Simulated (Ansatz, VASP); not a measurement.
# One calculation of Cu, two programs

The input INCAR:

```
PREC = Accurate
ENCUT = 520
EDIFF = 1E-6
ISMEAR = -1
SIGMA = 0.05
LREAL = False
LASPH = True
NELM = 100
ALGO = Fast
ISIF = 2
LWAVE = False
LCHARG = True
GGA = PE
LELF = True
LVHAR = True
NBANDS = 12
```

The input KPOINTS:

```
Automatic mesh
0
Gamma
  13 13 13
```

The input POSCAR:

```
Cu
1.0
   -1.4107970000      1.4416160000      1.3667370000
    1.3919440000     -1.4545510000      1.3605320000
    1.4609790000      1.5047330000     -1.3802990000
Cu
1
Direct
    0.0187920000      0.0028610000      0.0143870000
```

input.yaml

```yaml
crystal:
  lattice:
    - [-1.410797, 1.441616, 1.366737]
    - [1.391944, -1.454551, 1.360532]
    - [1.460979, 1.504733, -1.380299]
  atoms:
    - { symbol: Cu, position: [0.018792, 0.002861, 0.014387] }
kpoints:
  mp_grid: { grid: [13, 13, 13] }
scf:
  occupations: { method: fermi_dirac, width: 0.05 }
hamiltonian:
  xc: pbe
  pseudopotentials: { kind: all_electron, lapw: { basis_error: 0.001 } }
output:
  forces: true
  stress: true
  eigenvalues: true
  populations: true
```

Change from the starting cell: cell strained at random at fixed volume.

Alike in both runs: task single point; functional PBE; k mesh 13 × 13 × 13; occupations fermi-dirac, width 0.05 eV; no spin polarisation.

|  | VASP | Ansatz |
| --- | --- | --- |
| version | VASP 6.6.1 | Ansatz 0.2.0 |
| potentials or method | VASP PAW PBE potentials, release 64 (Cu), cutoff 520 eV | all-electron LAPW, scalar-relativistic |

Ansatz gave:

| Quantity | Value |
| --- | --- |
| gap on the k mesh at the Fermi level (eV) | none |
| pressure (GPa) | 7.7 |
| traceless stress, the component that is largest in VASP (GPa) | -4.63 |

Q: Which values does VASP return?

A: gap on the k mesh at the Fermi level (eV): none; pressure (GPa): 8.5; traceless stress, the component that is largest in VASP (GPa): -4.61.

A gap of «none» marks a metal or a gap that the smearing closes. Ansatz ran all-electron here, and VASP with PAW potentials.
